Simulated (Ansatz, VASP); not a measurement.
# Si2Mo in VASP and in Ansatz

The input INCAR:

```
SYSTEM = Si2Mo
PREC = Accurate ; ENCUT = 520
EDIFF = 1E-6 ; ISMEAR = -1
SIGMA = 0.08 ; LREAL = .False.
LASPH = .True. ; NELM = 100
ALGO = Normal ; ISIF = 2
LWAVE = .False. ; LCHARG = .False.
GGA = PS ; NBANDS = 18
```

File KPOINTS:

```
Automatic mesh
0
Gamma
  16 16 16
  0 0 0
```

File POSCAR:

```
Si2Mo
1.0
   -1.6053156537      1.6053156537      3.9435582355
    1.6053156537     -1.6053156537      3.9435582355
    1.6053156537      1.6053156537     -3.9435582355
Si Mo
2 1
Direct
    0.3330000000      0.3330000000      0.0000000000
    0.6670000000      0.6670000000      0.0000000000
    0.0000000000      0.0000000000      0.0000000000
```

Input for Ansatz:

```yaml
crystal:
  lattice:
    - [-1.6053156537, 1.6053156537, 3.9435582355]
    - [1.6053156537, -1.6053156537, 3.9435582355]
    - [1.6053156537, 1.6053156537, -3.9435582355]
  atoms:
    - { symbol: Si, position: [0.333, 0.333, 0.0] }
    - { symbol: Si, position: [0.667, 0.667, 0.0] }
    - { symbol: Mo, position: [0.0, 0.0, 0.0] }
kpoints:
  mp_grid: { grid: [16, 16, 16] }
  band_path:
    path:
      - [0.0, 0.0, 0.0]
      - [0.0, 0.0, 0.5]
      - [0.25, 0.25, 0.25]
      - [0.0, 0.5, 0.0]
      - [0.0, 0.0, 0.0]
      - [0.5, 0.5, -0.5]
      - [0.2914270847, 0.7085729153, -0.2914270847]
      - [-0.2914270847, 0.2914270847, 0.2914270847]
      - [0.0, 0.0, 0.0]
    npoints: 5
scf:
  occupations: { method: fermi_dirac, width: 0.08 }
hamiltonian:
  xc: pbesol
  pseudopotentials: { kind: all_electron, lapw: { basis_error: 0.001 } }
output:
  forces: true
  stress: true
  eigenvalues: true
```

Change from the starting cell: volume scaled by 1.01.

Alike in both runs: task single point; functional PBEsol; k mesh 16 × 16 × 16; occupations fermi-dirac, width 0.08 eV; no spin polarisation.

```csv
,VASP,Ansatz
version,VASP 6.6.1,Ansatz 0.2.0
potentials or method,"VASP PAW PBE potentials, release 64 (Si, Mo_sv), cutoff 520 eV","all-electron LAPW, scalar-relativistic"
```

Ansatz gave:

| Item | Value |
| --- | --- |
| pressure (GPa) | -4.7 |
| traceless stress, the component that is largest in VASP (GPa) | -1.00 |
| rms of the force components (eV/Å) | 0.161 |

Task: What did VASP give for the same quantities?

Result: Pressure (GPa): -4.4; traceless stress, the component that is largest in VASP (GPa): -0.99; rms of the force components (eV/Å): 0.159.

VASP's potentials were made for PBE, not for PBEsol. Atom by atom the forces differ by 0.002 eV/Å (rms over components). Ansatz ran all-electron here, and VASP with PAW potentials.
